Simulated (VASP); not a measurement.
# AlPt3C (Pm-3m) in VASP: notebook

The runs below take AlPt3C through single point, with r2SCAN.

Program: VASP 6.6.1. These are calculated values, not measurements. Logs are shortened: lines on timing, memory, paths and dates and some standing lists are left out, and cuts for length are marked.

## Step 1: The cell of the first run

Symmetry: Pm-3m, No. 221, cubic system. The conventional cell has a = 4.153 Å, b = 4.153 Å, c = 4.153 Å, α = 90.00°, β = 90.00°, γ = 90.00°. Al (site symmetry m-3m) has 12 Pt at 2.94 Å and 8 C at 3.60 Å within 3.9 Å. C (site symmetry m-3m) has 6 Pt at 2.08 Å within 2.7 Å. Pt (site symmetry 4/mmm) has 2 C at 2.08 Å within 2.7 Å.

## Step 2: Single point, r2SCAN

File POSCAR:

```
AlPt3C
1.0
    4.1525873450      0.0000000000      0.0000000000
    0.0000000000      4.1525873450      0.0000000000
    0.0000000000      0.0000000000      4.1525873450
Al C Pt
1 1 3
Direct
    0.0000000000      0.0000000000      0.0000000000
    0.5000000000      0.5000000000      0.5000000000
    0.5000000000      0.5000000000      0.0000000000
    0.0000000000      0.5000000000      0.5000000000
    0.5000000000      0.0000000000      0.5000000000
```

File INCAR.step1:

```
  PREC = Accurate
  ENCUT = 520
  ISMEAR = 0
  SIGMA = 0.1
  LREAL = F
  LASPH = T
  NELM = 100
  NBANDS = 26
  GGA = PE
  ALGO = Normal
  EDIFF = 1E-4
  LWAVE = T
  LCHARG = F
```

File INCAR.step2:

```
  PREC = Accurate
  ENCUT = 520
  EDIFF = 1E-6
  ISMEAR = 0
  SIGMA = 0.1
  LREAL = F
  LASPH = T
  NELM = 100
  ALGO = Normal
  ISIF = 2
  LWAVE = F
  LCHARG = F
  METAGGA = R2SCAN
  LMIXTAU = T
  NBANDS = 26
  ISTART = 1
```

File KPOINTS:

```
Automatic mesh
0
Gamma
  5 5 5
```

Potentials or basis: VASP PAW PBE potentials, release 64 (Al, C, Pt).

Started as:

```
> cat potpaw_PBE.64/Al/POTCAR potpaw_PBE.64/C/POTCAR potpaw_PBE.64/Pt/POTCAR > POTCAR
> cp INCAR.step1 INCAR
> mpirun -np 1 vasp_std > vasp.out
> cp INCAR.step2 INCAR
> mpirun -np 1 vasp_std > vasp.out
```

OUTCAR:

```text
PREC = Accurate
   ENCUT = 520
   EDIFF = 1E-6
   ISMEAR = 0
   LREAL = F
   LASPH = T
   NELM = 100
   ISIF = 2
   METAGGA = R2SCAN
   ISTART = 1

 ion  position               nearest neighbor table
   1  0.000  0.000  0.000-   3 2.94   4 2.94   5 2.94   4 2.94   5 2.94   3 2.94   4 2.94   4 2.94
                             3 2.94   5 2.94   5 2.94   3 2.94
   2  0.500  0.500  0.500-   3 2.08   4 2.08   5 2.08   3 2.08   5 2.08   4 2.08
   3  0.500  0.500  0.000-   2 2.08   2 2.08   4 2.94   5 2.94   1 2.94   4 2.94   5 2.94   1 2.94
                             5 2.94   5 2.94   1 2.94   4 2.94   4 2.94   1 2.94
   4  0.000  0.500  0.500-   2 2.08   2 2.08   3 2.94   5 2.94   1 2.94   3 2.94   1 2.94   5 2.94
                             1 2.94   1 2.94   3 2.94   5 2.94   3 2.94   5 2.94
   5  0.500  0.000  0.500-   2 2.08   2 2.08   3 2.94   4 2.94   1 2.94   3 2.94   1 2.94   3 2.94
                             4 2.94   3 2.94   1 2.94   4 2.94   1 2.94   4 2.94

  LATTYP: Found a simple cubic cell.
 ALAT       =     4.1525873450

  Lattice vectors:

 A1 = (   4.1525873450,   0.0000000000,   0.0000000000)
 A2 = (   0.0000000000,   4.1525873450,   0.0000000000)
 A3 = (   0.0000000000,   0.0000000000,   4.1525873450)

Analysis of symmetry for initial positions (statically):
=====================================================================
 Subroutine PRICEL returns:
 Original cell was already a primitive cell.

 Routine SETGRP: Setting up the symmetry group for a
 simple cubic supercell.

 Subroutine GETGRP returns: Found 48 space group operations
 (whereof 48 operations were pure point group operations)
 out of a pool of 48 trial point group operations.

The static configuration has the point symmetry O_h .

Analysis of symmetry for dynamics (positions and initial velocities):
=====================================================================
 Subroutine PRICEL returns:
 Original cell was already a primitive cell.

 Routine SETGRP: Setting up the symmetry group for a
 simple cubic supercell.

 Subroutine GETGRP returns: Found 48 space group operations
 (whereof 48 operations were pure point group operations)
 out of a pool of 48 trial point group operations.

The dynamic configuration has the point symmetry O_h .

 Subroutine INISYM returns: Found 48 space group operations
 (whereof 48 operations are pure point group operations),
 and found     1 'primitive' translations

----------------------------------------------------------------------------------------

                                     Primitive cell
[... 85 lines left out ...]
   NSW    =      0    number of steps for IOM
   IBRION =     -1    ionic relax: 0-MD 1-quasi-New 2-CG
   NFREE  =      0    steps in history (QN), initial steepest desc. (CG)
   ISIF   =      2    stress and relaxation
   ISYM   =      2    0-nonsym 1-usesym 2-fastsym
   POTIM  = 0.5000    time-step for ionic-motion
   TEBEG  =    0.0;   TEEND  =   0.0 temperature during run
   PSTRESS=    0.0 pullay stress
   NELECT =      37.0000    total number of electrons
   NUPDOWN=      -1.0000    fix difference up-down
   EMIN   =  10.00;   EMAX   =-10.00  energy-range for DOS
   EFERMI =   0.00;   METHOD = LEGACY
   ISMEAR =     0;   SIGMA  =   0.10  broadening in eV -4-tet -1-fermi 0-gaus
   EFERMI_NEDOS =   21; number of points for ismear=-14 and -15
   IALGO  =     38    algorithm
   IMIX   =      4    mixing-type and parameters
     AMIX     =   0.40;   BMIX     =  1.00
     AMIX_MAG =   1.60;   BMIX_MAG =  1.00
  volume/ion in A,a.u.               =      14.32        96.65
  Fermi-wavevector in a.u.,A,eV,Ry     =   1.313681  2.482497 23.480365  1.725758
  Thomas-Fermi vector in A             =   2.443987
   LORBIT       =      0    0 simple, 1 ext, 2 COOP (PROOUT), +10 PAW based schemes
   METAGGA = R2SCAN    functional components
   LHFCALC =     F    Hartree Fock is set to
   AEXX    =    0.0000 exact exchange contribution
   IVDW    =     0    specifies the selected vdW correction
   LEPSILON=     F    determine dielectric tensor
   LRPA    =     F    only Hartree local field effects (RPA)
 non-spin polarized calculation
 Gauss-broadening in eV      SIGMA  =   0.10
  energy-cutoff  :      520.00
  volume of cell :       71.61
 maximum number of plane-waves:      1947
 NGX is ok and might be reduce to    32
   NGX = 15   NGY = 15   NGZ = 15

 number of electron      36.9999999 magnetization

 Free energy of the ion-electron system (eV)
  ---------------------------------------------------
  ext. energy  EPLUGINS =         0.00000000
  ---------------------------------------------------
  free energy    TOTEN  =      -170.10263628 eV

  energy without entropy =     -170.08450980  energy(sigma->0) =     -170.09357304

 E-fermi :   9.9216     XC(G=0): -13.2904

 val. band max:        9.8753791424   @ k =   0.2000   0.2000   0.2000
 cond. band min:       9.9343435307   @ k =   0.4000   0.4000   0.0000
 fundamental gap:      0.0589643883
 Fermi energy:         9.9215726372

 k-point     1 :       0.0000    0.0000    0.0000
  band No.  band energies     occupation
      1      -6.1087      2.00000
      2       0.3620      2.00000
      3       3.7703      2.00000
      4       3.7703      2.00000
      5       3.7703      2.00000
      6       4.2727      2.00000
[... 279 lines left out ...]
     25      18.4437      0.00000
     26      18.4437      0.00000

------------------------ aborting loop because EDIFF is reached ----------------------------------------

  FORCE on cell =-STRESS in cart. coord.  units (eV):
  Direction    XX          YY          ZZ          XY          YZ          ZX
  --------------------------------------------------------------------------------------
  -------------------------------------------------------------------------------------
  Total        0.2710500      0.2710500      0.2710500      0.0000000      0.0000000      0.0000000
  in kB        6.0646214      6.0646214      6.0646214      0.0000000      0.0000000      0.0000000
  external PRESSURE =       6.0646214 kB  Pullay stress =       0.0000000 kB

 VOLUME and BASIS-vectors are now :
 -----------------------------------------------------------------------------
  energy-cutoff  :      520.00
  volume of cell :       71.61
      direct lattice vectors                 reciprocal lattice vectors
     4.152587345  0.000000000  0.000000000     0.240813719  0.000000000  0.000000000
     0.000000000  4.152587345  0.000000000     0.000000000  0.240813719  0.000000000
     0.000000000  0.000000000  4.152587345     0.000000000  0.000000000  0.240813719

 POSITION                                       TOTAL-FORCE (eV/Angst)
 -----------------------------------------------------------------------------------
      0.00000      0.00000      0.00000         0.000000      0.000000      0.000000
      2.07629      2.07629      2.07629         0.000000      0.000000      0.000000
      2.07629      2.07629      0.00000         0.000000      0.000000      0.000000
      0.00000      2.07629      2.07629         0.000000      0.000000      0.000000
      2.07629      0.00000      2.07629         0.000000      0.000000      0.000000
 -----------------------------------------------------------------------------------
    total drift:                                0.000000     -0.000000     -0.000000

  FREE ENERGIE OF THE ION-ELECTRON SYSTEM (eV)
  ---------------------------------------------------
  free  energy   TOTEN  =      -170.1026362776 eV

  energy  without entropy=     -170.0845098042  energy(sigma->0) =     -170.09357304
```

OUTCAR.step1:

```text
PREC = Accurate
   ENCUT = 520
   ISMEAR = 0
   LREAL = F
[... 510 lines left out ...]
      2.07629      2.07629      2.07629         0.000000      0.000000      0.000000
      2.07629      2.07629      0.00000         0.000000      0.000000      0.000000
      0.00000      2.07629      2.07629         0.000000      0.000000      0.000000
      2.07629      0.00000      2.07629         0.000000      0.000000      0.000000
 -----------------------------------------------------------------------------------
    total drift:                                0.000000     -0.000000     -0.000000

  FREE ENERGIE OF THE ION-ELECTRON SYSTEM (eV)
  ---------------------------------------------------
  free  energy   TOTEN  =       -30.2565685628 eV

  energy  without entropy=      -30.2378927235  energy(sigma->0) =      -30.24723064
```

OSZICAR.step1:

```text
N       E                     dE             d eps       ncg     rms          rms(c)
DAV:   1     0.196833307476E+03    0.19683E+03   -0.17388E+04   520   0.129E+03
DAV:   2    -0.236388958996E+02   -0.22047E+03   -0.20994E+03   590   0.277E+02
DAV:   3    -0.324419634479E+02   -0.88031E+01   -0.85724E+01   598   0.520E+01
DAV:   4    -0.325644986087E+02   -0.12254E+00   -0.12228E+00   586   0.667E+00
DAV:   5    -0.325658664229E+02   -0.13678E-02   -0.13677E-02   590   0.728E-01    0.298E+01
DAV:   6    -0.305183885359E+02    0.20475E+01   -0.94245E+00   612   0.203E+01    0.136E+01
DAV:   7    -0.303070837867E+02    0.21130E+00   -0.95988E-01   602   0.644E+00    0.895E+00
DAV:   8    -0.302639407812E+02    0.43143E-01   -0.13756E-01   568   0.207E+00    0.549E-01
DAV:   9    -0.302565587695E+02    0.73820E-02   -0.21412E-02   636   0.860E-01    0.220E-01
DAV:  10    -0.302565825247E+02   -0.23755E-04   -0.24527E-03   546   0.296E-01    0.504E-02
DAV:  11    -0.302565685628E+02    0.13962E-04   -0.36137E-05   288   0.372E-02
   1 F= -.30256569E+02 E0= -.30247231E+02  d E =-.186758E-01
```

Wall time 57 s (1 thread of Intel Xeon 8259CL, shared host); peak memory 0.19 GiB.

What came out:

* Free energy: -170.1026 eV
* Pressure: 0.6 GPa
* Band gap on the k mesh: zero (an odd number of electrons rules out a gap without spin polarisation)

Caveat: the PAW data sets were made with another functional, which shifts forces and pressure a little; spin-orbit coupling is left out, which moves the levels of the heavy elements.

(Continued in part 2 of 2.)
